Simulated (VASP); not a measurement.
Crystal: Zr.

```
CELL_PARAMETERS angstrom
-1.58978 1.58978 2.41862
1.58978 -1.58978 2.41862
1.58978 1.58978 -2.41862
ATOMIC_POSITIONS crystal
Zr 0.00000 0.00000 0.00000
```

| Quantity | Value |
| --- | --- |
| Program | VASP 6.6.1 |
| Task | relaxation of cell and atoms |
| Functional | PBEsol |
| Potentials or basis | VASP PAW PBE potentials, release 64 (Zr_sv) |
| Cutoff | 500 eV |
| k mesh | 8 × 8 × 8 |
| Occupations | gaussian, width 0.1 eV |
| Spin | no spin polarisation |

At the start: pressure -8.0 GPa; volume 24.45 Å³/atom.

Q: Where does the relaxation end?

A: Over 10 steps the energy falls by 74.2 meV/atom and the volume is 22.18 Å³/atom (-9.3 %); space group I4/mmm (No. 139, to 0.1 Å) before, Fm-3m (No. 225, to 0.1 Å).

Step by step:
| step | energy change (eV) | largest force (eV/Å) | pressure (GPa) | volume (Å³) |
| --- | --- | --- | --- | --- |
| 1 | 0.0000 | 0.0000 | -7.98 | 24.45 |
| 2 | -0.0168 | 0.0000 | 9.91 | 20.39 |
| 3 | -0.0653 | 0.0000 | 0.16 | 22.14 |
| 4 | -0.0653 | 0.0000 | 0.36 | 22.09 |
| 5 | -0.0709 | 0.0000 | 0.43 | 22.08 |
| 6 | -0.0737 | 0.0000 | 0.58 | 22.05 |
| 7 | -0.0739 | 0.0000 | 0.64 | 22.04 |
| 8 | -0.0739 | 0.0000 | 0.67 | 22.04 |
| 9 | -0.0736 | 0.0000 | -0.96 | 22.40 |
| 10 | -0.0742 | 0.0000 | 0.00 | 22.18 |

Final structure:
```
Zr
1.0
    -1.57706    1.57706    2.22976
     1.57706   -1.57706    2.22976
     1.57706    1.57706   -2.22976
Zr
1
Direct
  0.00000 0.00000 0.00000
```

Caveat: the PAW data sets were made with another functional, which shifts forces and pressure a little.
